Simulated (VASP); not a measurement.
Here is a VASP 6.6.1 calculation.

The input INCAR:

```
SYSTEM = Si
ALGO = Normal ; EDIFF = 1E-6
ENCUT = 500 ; GGA = PE
GGA_COMPAT = .False. ; ISIF = 2
ISMEAR = -1 ; LASPH = .True.
LCHARG = .True. ; LELF = .True.
LREAL = .False. ; LVHAR = .True.
LWAVE = .False. ; NBANDS = 16
NELM = 120 ; PREC = Accurate
SIGMA = 0.02
```

The input KPOINTS:

```
k-points
0
Gamma
  10 10 5
  0 0 0
```

Contents of POSCAR:

```
Si
1.0
    3.8313174605      0.0000000000      0.0000000000
   -1.9156587303      3.3180182508      0.0000000000
    0.0000000000      0.0000000000      6.3326220002
Si
4
Direct
    0.3333333300      0.6666666700      0.0630095000
    0.6666666700      0.3333333300      0.5630095000
    0.3333333300      0.6666666700      0.4369905000
    0.6666666700      0.3333333300      0.9369905000
```

Potentials or basis: VASP PAW PBE potentials, release 64 (Si).

Command:

```bash
$ cat potpaw_PBE.64/Si/POTCAR > POTCAR
$ mpirun -np 1 vasp_std > vasp.out
```

**Question.** Estimate the pressure.

**Answer.** 1.4 GPa.

**Question.** Estimate the largest force.

**Answer.** 0.005 eV/Å.

Forces on the atoms (eV/Å):
```
Si   0.000  0.000 -0.005
Si   0.000  0.000 -0.005
Si   0.000  0.000  0.005
Si   0.000  0.000  0.005
```
